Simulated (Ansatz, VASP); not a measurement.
# Two plane-wave programs on MnS

Contents of INCAR:

```
  ALGO = Normal
  EDIFF = 1E-6
  ENCUT = 520
  GGA = CA
  ISIF = 2
  ISMEAR = 0
  ISPIN = 2
  LASPH = True
  LCHARG = True
  LELF = True
  LMAXMIX = 4
  LORBIT = 11
  LREAL = False
  LVHAR = True
  LWAVE = False
  MAGMOM = 5 -5 0 0
  NBANDS = 31
  NELM = 150
  PREC = Accurate
  SIGMA = 0.05
```

Contents of KPOINTS:

```
k-points
0
Gamma
  10 10 5
```

File POSCAR:

```
MnS
1.0
    0.0000000000      2.8000000000      2.8000000000
    2.8000000000      0.0000000000      2.8000000000
    5.6000000000      5.6000000000      0.0000000000
Mn S
2 2
Direct
    0.0000000000      0.0000000000      0.0000000000
    0.0000000000      0.0000000000      0.5000000000
    0.7500000000      0.7500000000      0.3750000000
    0.7500000000      0.7500000000      0.8750000000
```

Input for Ansatz:

```yaml
crystal:
  lattice:
    - [0.0, 2.8, 2.8]
    - [2.8, 0.0, 2.8]
    - [5.6, 5.6, 0.0]
  atoms:
    - { symbol: Mn, position: [0.0, 0.0, 0.0], spin: 5.0 }
    - { symbol: S, position: [0.75, 0.75, 0.375] }
    - { symbol: Mn, position: [0.0, 0.0, 0.5], spin: -5.0 }
    - { symbol: S, position: [0.75, 0.75, 0.875] }
basis:
  ecutwfc: 420
  ecutrho_ratio: 4
kpoints:
  mp_grid: { grid: [10, 10, 5] }
hamiltonian:
  xc: lda
scf:
  occupations: { method: gaussian, width: 0.05 }
output:
  forces: true
  stress: true
  eigenvalues: true
  populations: true
  write_density: true
  write_potential: true
  elf: true
  volumetric_format: npy
magnetization:
  spin_polarized: true
```

Alike in both runs: task single point; functional LDA; k mesh 10 × 10 × 5; occupations gaussian, width 0.05 eV; collinear spin.

|  | VASP | Ansatz |
| --- | --- | --- |
| version | VASP 6.6.1 | Ansatz 0.2.0 |
| potentials or method | VASP PAW LDA potentials, release 64 (Mn_pv, S), cutoff 520 eV | scalar-relativistic, plane waves, PAW |
| valence electrons in the cell | 38 | 42 |

Ansatz gave:

- gap on the k mesh at the Fermi level (eV): 0.54
- least direct gap on the mesh (eV): 1.12
- pressure (GPa): -8.2
- net moment per atom (μB): 0.00
- size of the moment on the site where the two differ most (μB): 3.93

Task: Estimate VASP's values.

Result: gap on the k mesh at the Fermi level (eV): 0.45; least direct gap on the mesh (eV): 1.03; pressure (GPa): -8.6; net moment per atom (μB): 0.00; size of the moment on the site where the two differ most (μB): 4.04.

LDA's correlation is that of Perdew and Zunger in VASP and of Perdew and Wang (1992) in Ansatz. Site moments also hang on the region over which each program counts them. VASP's potentials hold 38 valence electrons a cell and Ansatz's 42, so a difference there can come from the potentials and not from the codes.
